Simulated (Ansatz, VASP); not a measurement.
One calculation of Y, two programs

```
CELL_PARAMETERS angstrom
0.00000 2.68380 2.28620
2.68380 0.00000 2.28620
2.68380 2.68380 0.00000
ATOMIC_POSITIONS crystal
Y 0.00000 0.00000 0.00000
```

Change from the starting cell: strain +0.080 along x and y, -0.080 along z, atoms carried along.

Alike in both runs: task single point; functional r2SCAN; k mesh 16 × 16 × 16; occupations gaussian, width 0.15 eV; no spin polarisation.

|  | VASP | Ansatz |
| --- | --- | --- |
| version | VASP 6.6.1 | Ansatz 0.2.0 |
| potentials or method | VASP PAW PBE potentials, release 64 (Y_sv), cutoff 520 eV | scalar-relativistic, plane waves, PAW |
| valence electrons in the cell | 11 | 11 |

|  | VASP | Ansatz | Ansatz less VASP |
| --- | --- | --- | --- |
| gap on the k mesh at the Fermi level (eV) | none | none | - |
| pressure (GPa) | 0.4 | 0.3 | -0.07 |
| traceless stress, the component that is largest in VASP (GPa) | 1.18 | 1.21 | +0.033 |

VASP's potentials were made for PBE, not for r2SCAN. A gap of «none» marks a metal or a gap that the smearing closes. With one functional, cell and mesh, what is left measures potentials, basis and numerics.
